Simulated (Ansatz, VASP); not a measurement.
**Mg4Se in VASP and in Ansatz**

```xyz
5
Lattice="-3.2018 3.2018 3.2018 3.2018 -3.2018 3.2018 3.2018 3.2018 -3.2018" Properties=species:S:1:pos:R:3 pbc="T T T"
Mg    1.6009   -1.6009    1.6009
Mg    1.6008    1.6008    1.6008
Mg    1.6009    1.6009   -1.6009
Mg   -1.6009    1.6009    1.6009
Se    0.0000    0.0000    0.0000
```

Change from the starting cell: species swapped into the GeF4 type (I-43m, No. 217).

Alike in both runs: functional PBE; k mesh 4 × 4 × 4; occupations gaussian, width 0.1 eV; no spin polarisation.

Ansatz relaxed the structure, and its values are those at the end. VASP's run is a single point on that final structure, the one shown.

|  | VASP | Ansatz |
| --- | --- | --- |
| version | VASP 6.6.1 | Ansatz 0.2.0 |
| potentials or method | VASP PAW PBE potentials, release 64 (Mg, Se), cutoff 520 eV | scalar-relativistic, plane waves, PAW |
| valence electrons in the cell | 14 | 56 |

VASP gave:

| Property | Result |
| --- | --- |
| gap on the k mesh at the Fermi level (eV) | none |
| pressure (GPa) | 0.2 |

Which values does Ansatz return?

gap on the k mesh at the Fermi level (eV): none; pressure (GPa): 0.3.

A gap of «none» marks a metal or a gap that the smearing closes. VASP's potentials hold 14 valence electrons a cell and Ansatz's 56, so a difference there can come from the potentials and not from the codes.
